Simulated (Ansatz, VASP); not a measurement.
**One calculation of H, two programs**

INCAR

```
PREC = Accurate
ENCUT = 520
EDIFF = 1E-7
ISMEAR = 0
SIGMA = 0.02
LREAL = F
LASPH = T
NELM = 60
ALGO = Normal
ISIF = 2
LWAVE = F
LCHARG = F
GGA = PS
NBANDS = 8
```

Contents of KPOINTS:

```
regular mesh
0
Gamma
  10 10 10
```

POSCAR

```
H
1.0
   -1.6915344700      1.6915344700      2.0584739900
    1.6915344700     -1.6915344700      2.0584739900
    1.6915344700      1.6915344700     -2.0584739900
H
2
Direct
    0.9098622900      0.9098622900      0.0000000000
    0.0901377100      0.1566453703      0.0665076603
```

Input for Ansatz:

```yaml
crystal:
  lattice:
    - [-1.69153447, 1.69153447, 2.05847399]
    - [1.69153447, -1.69153447, 2.05847399]
    - [1.69153447, 1.69153447, -2.05847399]
  atoms:
    - { symbol: H, position: [0.90986229, 0.90986229, 0.0] }
    - { symbol: H, position: [0.09013771, 0.1566453703, 0.0665076603] }
basis:
  ecutwfc: 420
kpoints:
  mp_grid: { grid: [10, 10, 10] }
hamiltonian:
  xc: pbesol
scf:
  occupations: { method: gaussian, width: 0.02 }
output:
  forces: true
  stress: true
  eigenvalues: true
  populations: true
  write_density: true
  write_potential: true
  elf: true
  volumetric_format: npy
```

Change from the starting cell: one atom moved.

Alike in both runs: task single point; functional PBEsol; k mesh 10 × 10 × 10; occupations gaussian, width 0.02 eV; no spin polarisation.

|  | VASP | Ansatz |
| --- | --- | --- |
| version | VASP 6.6.1 | Ansatz 0.2.0 |
| potentials or method | VASP PAW PBE potentials, release 64 (H), cutoff 520 eV | scalar-relativistic, plane waves, PAW |
| valence electrons in the cell | 2 | 2 |

```csv
,VASP,Ansatz,Ansatz less VASP
gap on the k mesh at the Fermi level (eV),7.81,7.82,+0.004
least direct gap on the mesh (eV),8.57,8.57,+0.003
pressure (GPa),-0.9,-0.8,+0.17
"traceless stress, the component that is largest in VASP (GPa)",-1.51,-1.51,0.000
rms of the force components (eV/Å),0.290,0.293,+0.0036
```

VASP's potentials were made for PBE, not for PBEsol. Atom by atom the forces differ by 0.004 eV/Å (rms over components).
